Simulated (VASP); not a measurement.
Crystal: NaH.

```xyz
2
Lattice="2.9359 0.0134 0.0134 0.0134 2.9359 0.0134 0.0134 0.0134 2.9359" Properties=species:S:1:pos:R:3 pbc="T T T"
Na    0.0000    0.0000    0.0000
H     1.4814    1.4814    1.4814
```

This cell differs from its parent crystal: epitaxial 111 strain -0.3%.

Base run:

| Property | Result |
| --- | --- |
| Program | VASP 6.6.1 |
| Functional | r2SCAN |
| Potentials or basis | VASP PAW PBE potentials, release 64 (Na_pv, H) |
| Cutoff | 550 eV |
| k mesh | 8 × 8 × 8 |
| Occupations | gaussian, width 0.01 eV |
| Spin | no spin polarisation |

Its results: band gap on the k mesh 1.61 eV (least direct gap 5.16 eV); pressure -0.3 GPa.

Question: The run is repeated on the same cell with these changes: functional from r2SCAN to PBE; cutoff from 550 eV to 500 eV; occupations from gaussian, width 0.01 eV to fermi-dirac, width 0.02 eV. What comes out?

Answer: Band gap on the k mesh 1.03 eV (least direct gap 4.49 eV); pressure 0.6 GPa.

Caveats: the structure was generated, so it needn't be the stable form of NaH; the PAW data sets were made with another functional, which shifts forces and pressure a little (at least some runs).

A k mesh can miss the band edges.
